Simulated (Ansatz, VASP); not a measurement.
# Si3Br: VASP beside Ansatz

```
Si Br
1.0
     4.69065    0.00000    0.00000
     0.00000    6.73030    0.00000
     0.00000    0.00000    6.24948
Si Br
6 2
Direct
  0.00000 0.19282 0.05158
  0.00000 0.80718 0.05158
  0.50000 0.69282 0.94842
  0.50000 0.30718 0.94842
  0.50000 0.00000 0.18042
  0.00000 0.50000 0.81958
  0.00000 0.00000 0.69628
  0.50000 0.50000 0.30372
```

Alike in both runs: functional PBE; k mesh 4 × 4 × 4; occupations gaussian, width 0.1 eV; no spin polarisation.

Ansatz relaxed the structure, and its values are those at the end. VASP's run is a single point on that final structure, the one shown.

```csv
,VASP,Ansatz
version,VASP 6.6.1,Ansatz 0.2.0
potentials or method,"VASP PAW PBE potentials, release 64 (Si, Br), cutoff 520 eV","scalar-relativistic, plane waves, PAW"
valence electrons in the cell,38,38
```

```tsv
	VASP	Ansatz	Ansatz less VASP
gap on the k mesh at the Fermi level (eV)	none	none	-
pressure (GPa)	0.0	0.0	+0.03
rms of the force components (eV/Å)	0.006	0.007	+0.0010
```

A gap of «none» marks a metal or a gap that the smearing closes.
